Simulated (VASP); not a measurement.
Set up this calculation in VASP 6.6.1, as the native input.

```yaml
Task: single point
Functional: PBE
Potentials_or_basis: VASP PAW PBE potentials, release 64 (Cr_pv, Pd, N)
Cutoff: 520 eV
k_mesh: 5 × 5 × 5
Occupations: gaussian, width 0.15 eV
Spin: collinear spin, ferromagnetic start
Starting_moments: "[3.0, 0.0, 0.0, 0.0] μB"
Dipole_correction: no
Further_INCAR_settings: ALGO = Normal; EDIFF = 1e-06; NBANDS = 28
```

The structure of CrPdN2 lies in POSCAR:

```
CrPdN2
1.0
    1.3882279342      0.8014937732      6.2066625166
   -1.3882279342      0.8014937732      6.2066625166
    0.0000000000     -1.6029875413      6.2066625173
Cr Pd N
1 1 2
Direct
    0.0000000000      0.0000000000      0.0000000000
    0.5000000000      0.5000000000      0.5000000000
    0.3931382366      0.3931382366      0.3931382366
    0.6068617634      0.6068617634      0.6068617634
```

The cell was generated, and may not be a known phase.

These files were run (other wordings do the same):

INCAR

```
PREC = Accurate
ENCUT = 520
EDIFF = 1E-6
ISMEAR = 0
SIGMA = 0.15
LREAL = F
LASPH = T
NELM = 150
ALGO = Normal
ISIF = 2
LWAVE = F
LCHARG = T
ISPIN = 2
MAGMOM = 3 0 0 0
LORBIT = 11
LMAXMIX = 4
GGA = PE
LELF = T
LVHAR = T
NBANDS = 28
```

KPOINTS

```
Automatic mesh
0
Gamma
  5 5 5
```

Potentials or basis: VASP PAW PBE potentials, release 64 (Cr_pv, Pd, N).

Launch:

```console
$ cat potpaw_PBE.64/Cr_pv/POTCAR potpaw_PBE.64/Pd/POTCAR potpaw_PBE.64/N/POTCAR > POTCAR
$ mpirun -np 1 vasp_std > vasp.out
```

Results of the run:

```yaml
Pressure: -0.2 GPa
Largest_force: 0.060 eV/Å
Net_moment: 0.12 μB per cell
Site_moments: Cr +0.15; Pd -0.01; N -0.01 μB
Valence_electrons_inside_the_program's_atomic_spheres: Cr 11.15; Pd 9.53; N 3.67
```

Caveat: the k points lie up to 0.53 Å⁻¹ apart.

Run time: 93 s on 1 thread of Intel(R) Xeon(R) 6975P-C (Granite Rapids), on a shared host, peak memory 0.41 GiB.
